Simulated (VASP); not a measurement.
# PN (Pmmm) in VASP: further runs, part 2 of 2

VASP 6.6.1.

### 5 Single point, PBE+D3(BJ)

This run uses another cell than the first one, of 11.43 Å³/atom.

The input, INCAR:

```
SYSTEM = PN
PREC = Accurate ; ENCUT = 520
EDIFF = 1E-6 ; ISMEAR = -1
SIGMA = 0.15 ; LREAL = .FALSE.
LASPH = .TRUE. ; NELM = 100
ALGO = Normal ; ISIF = 2
LWAVE = .FALSE. ; LCHARG = .FALSE.
GGA = PE ; IVDW = 12
NBANDS = 12
```

The input, KPOINTS:

```
Automatic mesh
0
G
  18 14 12
  0 0 0
```

The input, POSCAR:

```
PN
1.0
    2.3476246527      0.0000000000      0.0000000000
    0.0000000000      2.9128262848      0.0000000000
    0.0000000000      0.0000000000      3.3435496182
P N
1 1
Direct
    0.0000000000      0.0000000000      0.5000000000
    0.0000000000      0.0000000000      0.0000000000
```

Potentials or basis: VASP PAW PBE potentials, release 64 (P, N).

Started as:

```console
> cat potpaw_PBE.64/P/POTCAR potpaw_PBE.64/N/POTCAR > POTCAR
> mpirun -np 1 vasp_std > vasp.out
```

OUTCAR:

```text
SYSTEM = PN
   PREC = Accurate
   ENCUT = 520
   EDIFF = 1E-6
   ISMEAR = -1
   LREAL = .FALSE.
   LASPH = .TRUE.
   NELM = 100
   ISIF = 2
   GGA = PE
   IVDW = 12
 IVDW          = 12

 ion  position               nearest neighbor table
   1  0.000  0.000  0.500-   2 1.67   2 1.67
   2  0.000  0.000  0.000-   1 1.67   1 1.67

  LATTYP: Found a simple orthorhombic cell.
 ALAT       =     2.3476246527
 B/A-ratio  =     1.2407546843
 C/A-ratio  =     1.4242266601

  Lattice vectors:

 A1 = (   2.3476246527,   0.0000000000,   0.0000000000)
 A2 = (   0.0000000000,   2.9128262848,   0.0000000000)
 A3 = (   0.0000000000,   0.0000000000,   3.3435496182)

Analysis of symmetry for initial positions (statically):
=====================================================================
 Subroutine PRICEL returns:
 Original cell was already a primitive cell.

 Routine SETGRP: Setting up the symmetry group for a
 simple orthorhombic supercell.

 Subroutine GETGRP returns: Found  8 space group operations
 (whereof  8 operations were pure point group operations)
 out of a pool of  8 trial point group operations.

[... 176 lines left out ...]
      4       3.8533      2.00000
      5       7.6116      0.04556
      6      12.4381      0.00000
      7      12.4548      0.00000
      8      17.9542      0.00000
      9      18.1516      0.00000
     10      19.8570      0.00000
     11      20.5880      0.00000
     12      26.3778      0.00000
[... 331 lines left out ...]
 k-point    24 :       0.1667    0.1429    0.0000
  band No.  band energies     occupation
      1     -11.3987      2.00000
      2      -1.8111      2.00000
      3       0.3139      2.00000
      4       3.2835      2.00000
      5       5.4879      1.99994
      6      11.1555      0.00000
      7      13.9346      0.00000
      8      16.2921      0.00000
      9      17.8460      0.00000
     10      20.4015      0.00000
     11      22.8380      0.00000
     12      24.0077      0.00000

 [... further k-points ...]

------------------------ aborting loop because EDIFF is reached ----------------------------------------

 Edisp (eV)   -0.60527

 E8    (eV) :    -0.2069

  FORCE on cell =-STRESS in cart. coord.  units (eV):
  Direction    XX          YY          ZZ          XY          YZ          ZX
  --------------------------------------------------------------------------------------
  -------------------------------------------------------------------------------------
  Total      -0.07959    -0.02867    -0.20338     0.00000     0.00000     0.00000
  in kB      -5.57727    -2.00889   -14.25155     0.00000     0.00000     0.00000
  external pressure =       -7.28 kB  Pullay stress =        0.00 kB

 VOLUME and BASIS-vectors are now :
 -----------------------------------------------------------------------------
  energy-cutoff  :      520.00
  volume of cell :       22.86
      direct lattice vectors                 reciprocal lattice vectors
     2.347624653  0.000000000  0.000000000     0.425962472  0.000000000  0.000000000
     0.000000000  2.912826285  0.000000000     0.000000000  0.343309179  0.000000000
     0.000000000  0.000000000  3.343549618     0.000000000  0.000000000  0.299083344

 POSITION                                       TOTAL-FORCE (eV/Angst)
 -----------------------------------------------------------------------------------
      0.00000      0.00000      1.67177         0.000000      0.000000      0.000000
      0.00000      0.00000      0.00000         0.000000      0.000000      0.000000
 -----------------------------------------------------------------------------------
    total drift:                                0.000000      0.000000     -0.000000

  FREE ENERGIE OF THE ION-ELECTRON SYSTEM (eV)
  ---------------------------------------------------
  free  energy   TOTEN  =       -12.3474288822 eV

  energy  without entropy=      -12.2947405070  energy(sigma->0) =      -12.32108469
```

stdout:

```text
POSCAR found type information on POSCAR P N
 POSCAR found :  2 types and       2 ions
 scaLAPACK will be used
 LDA part: xc-table for (Slater+PW92), standard interpolation
 POSCAR, INCAR and KPOINTS ok, starting setup
 FFT: planning ... GRIDC
 FFT: planning ... GRID_SOFT
 FFT: planning ... GRID
 WAVECAR not read
 entering main loop
```

Wall time 61 s (1 thread of Intel Xeon 6975P-C (Granite Rapids), shared host); peak memory 0.25 GiB.

Results:

```yaml
Free_energy: -12.3474 eV
Pressure: -0.7 GPa
Band_gap_on_the_k_mesh: zero (bands 5 and 6 overlap by 4.03 eV)
Dispersion_energy_per_atom: -0.303 eV
```

Levels at points of the mesh, in eV from the Fermi level:
```tsv
k point	band 2	band 3	band 4	band 5	band 6	band 7	band 8	band 9
(0.00, 0.00, 0.00)	-9.29	-7.15	-3.19	0.56	5.39	5.41	10.91	11.10
(0.50, 0.00, 0.00)	-8.95	-7.64	-2.19	-1.43	0.12	6.80	7.95	10.37
(0.00, 0.50, 0.00)	-8.83	-8.14	-5.48	0.81	1.13	7.27	11.93	12.94
(0.50, 0.50, 0.00)	-7.97	-7.30	-4.99	0.37	0.82	2.82	3.54	8.03
(0.00, 0.00, 0.50)	-15.12	-1.77	-0.55	1.06	1.43	7.35	7.69	8.54
(0.50, 0.00, 0.50)	-11.36	-6.25	-5.84	-0.57	2.78	4.75	11.29	11.34
(0.00, 0.50, 0.50)	-13.87	-5.42	-4.95	0.93	1.23	9.40	9.43	12.56
(0.50, 0.50, 0.50)	-10.36	-5.21	-5.02	-2.85	-1.42	4.22	5.99	9.64
```

### 6 Summary

| task | cell | k mesh | cutoff (eV) | smearing | gap on the mesh (eV) | pressure (GPa) |
| --- | --- | --- | --- | --- | --- | --- |
| single point | a = 2.291, b = 2.923, c = 3.367 Å, 2 atoms | 18 × 14 × 12 | 520 | gaussian 0.1 eV | none | -0.7 |
| relaxation of cell and atoms | relaxed from a = 2.282, b = 2.927, c = 3.371 Å, 2 atoms | 18 × 14 × 12 | 600 | gaussian 0.1 eV | none | 0.0 |
| single point | a = 2.282, b = 2.927, c = 3.371 Å, 2 atoms | 12 × 12 × 6 | 520 | gaussian 0.1 eV | none | -0.7 |
| single point | a = 2.348, b = 2.913, c = 3.344 Å, 2 atoms | 18 × 14 × 12 | 520 | fermi-dirac 0.15 eV | none | -0.7 |

Alike in all rows: level PBE+D3(BJ); potentials or basis VASP PAW PBE potentials, release 64 (P, N); no spin polarisation.

Absolute energies hang on the potentials; compare differences alone.
